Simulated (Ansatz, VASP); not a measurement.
**Two plane-wave programs on PbS**

```xyz
2
Lattice="0.0000 2.9650 2.8167 2.9650 0.0000 2.8167 2.9650 2.9650 0.0000" Properties=species:S:1:pos:R:3 pbc="T T T"
Pb    0.0000    0.0000    0.0000
S     2.9650    2.9650    2.8167
```

Change from the starting cell: strain +0.000 along x and y, -0.050 along z, atoms carried along.

Alike in both runs: task single point; functional PBEsol; k mesh 10 × 10 × 10; occupations gaussian, width 0.03 eV; no spin polarisation.

|  | VASP | Ansatz |
| --- | --- | --- |
| version | VASP 6.6.1 | Ansatz 0.2.0 |
| potentials or method | VASP PAW PBE potentials, release 64 (Pb_d, S), cutoff 520 eV | scalar-relativistic, plane waves, PAW |
| valence electrons in the cell | 20 | 20 |

```tsv
	VASP	Ansatz	Ansatz less VASP
gap on the k mesh at the Fermi level (eV)	0.04	0.04	+0.006
least direct gap on the mesh (eV)	0.04	0.04	+0.006
pressure (GPa)	2.8	2.9	+0.05
traceless stress, the component that is largest in VASP (GPa)	5.85	5.83	-0.016
```

VASP's potentials were made for PBE, not for PBEsol.

Neither program's run includes spin-orbit coupling.
